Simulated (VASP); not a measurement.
A run of VASP 6.6.1 is set up as follows.

INCAR

```
SYSTEM = CdSe
  PREC = Accurate
  ENCUT = 500
  EDIFF = 1E-7
  ISMEAR = 0
  SIGMA = 0.02
  LREAL = .FALSE.
  LASPH = .TRUE.
  NELM = 120
  ALGO = Normal
  ISIF = 3
  LWAVE = .FALSE.
  LCHARG = .FALSE.
  GGA = PE
  IBRION = 2
  NSW = 100
  EDIFFG = -0.002
  GGA_COMPAT = .FALSE.
  NELMIN = 4
```

KPOINTS

```
Automatic mesh
0
G
  10 10 10
  0 0 0
```

File POSCAR:

```
CdSe
1.0
    0.0000000000      3.0981826523      3.0981826523
    3.0981826523      0.0000000000      3.0981826523
    3.0981826523      3.0981826523      0.0000000000
Cd Se
1 1
Direct
    0.0000000000      0.0000000000      0.0000000000
    0.2500000000      0.2500000000      0.2500000000
```

Potentials or basis: VASP PAW PBE potentials, release 64 (Cd, Se).

Run with:

```sh
$ cat potpaw_PBE.64/Cd/POTCAR potpaw_PBE.64/Se/POTCAR > POTCAR
$ mpirun -np 1 vasp_std > vasp.out
```

Q: Predict the relaxed cell.

A: a = 4.389 Å, b = 4.389 Å, c = 4.389 Å, α = 60.00°, β = 60.00°, γ = 60.00°.

Q: Estimate the band gap on the k mesh.

A: 0.48 eV, direct.

Step by step:
| step | energy change (eV) | largest force (eV/Å) | pressure (GPa) | volume (Å³) |
| --- | --- | --- | --- | --- |
| 1 | 0.0000 | 0.0000 | 0.24 | 59.48 |
| 2 | -0.0002 | 0.0000 | -0.05 | 59.85 |
| 3 | -0.0002 | 0.0000 | 0.00 | 59.79 |
